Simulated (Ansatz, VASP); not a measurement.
## LiCl: VASP beside Ansatz

```
Li Cl
1.0
     0.00000    2.56477    2.56477
     2.56477    0.00000    2.56477
     2.56477    2.56477    0.00000
Li Cl
1 1
Direct
  0.92817 0.97972 0.05976
  0.50513 0.45592 0.53698
```

Alike in both runs: task single point; functional PBEsol; k mesh 4 × 4 × 4; no spin polarisation.

|  | VASP | Ansatz |
| --- | --- | --- |
| version | VASP 6.6.1 | Ansatz 0.2.0 |
| potentials or method | VASP PAW PBE potentials, release 64 (Li_sv, Cl), cutoff 750 eV | plane waves, PAW |
| occupations | gaussian, width 0.01 eV | fixed |
| valence electrons in the cell | 10 | 10 |

```tsv
	VASP	Ansatz	Ansatz less VASP
pressure (GPa)	-0.6	-0.5	+0.02
traceless stress, the component that is largest in VASP (GPa)	-0.13	-0.13	+0.002
rms of the force components (eV/Å)	0.094	0.093	-0.0012
```

VASP's potentials were made for PBE, not for PBEsol. Atom by atom the forces differ by 0.001 eV/Å (rms over components). Ansatz's warnings: stress scf threshold loose.

The k mesh is coarse, so the values compare programs but aren't converged.
